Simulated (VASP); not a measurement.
A run of VASP 6.6.1:

Contents of INCAR:

```
SYSTEM = MgO
PREC = Accurate
ENCUT = 520
EDIFF = 1E-7
ISMEAR = 0
SIGMA = 0.05
LREAL = .FALSE.
LASPH = .TRUE.
NELM = 80
ALGO = Normal
ISIF = 2
LWAVE = .FALSE.
LCHARG = .TRUE.
GGA = PE
LELF = .TRUE.
LVHAR = .TRUE.
NBANDS = 26
```

The input KPOINTS:

```
Automatic mesh
0
G
  9 9 2
  0 0 0
```

The input POSCAR:

```
MgO
1.0
    3.1165000000      0.0000000000      0.0000000000
   -1.5582500000      2.6989681709      0.0000000000
    0.0000000000      0.0000000000     10.5138967343
Mg O
4 4
Direct
    0.3333333333      0.6666666667      0.9694906392
    0.0000000000      0.0000000000      0.2208211786
    0.0000000000      0.0000000000      0.7208211786
    0.6666666667      0.3333333333      0.4694906392
    0.3333333333      0.6666666667      0.7800420079
    0.0000000000      0.0000000000      0.5296443544
    0.0000000000      0.0000000000      0.0296443544
    0.6666666667      0.3333333333      0.2800420079
```

Potentials or basis: VASP PAW PBE potentials, release 64 (Mg, O).

The run is started by

```console
$ cat potpaw_PBE.64/Mg/POTCAR potpaw_PBE.64/O/POTCAR > POTCAR
$ mpirun -np 1 vasp_std > vasp.out
```

Hardware: 1 thread of Intel(R) Xeon(R) 6975P-C (Granite Rapids), on a shared host.

Estimate the wall time of this run.

Wall time 30 s on 1 thread of Intel(R) Xeon(R) 6975P-C (Granite Rapids) (shared host), peak memory 0.21 GiB. Counts: scf iterations 14, k points 24.
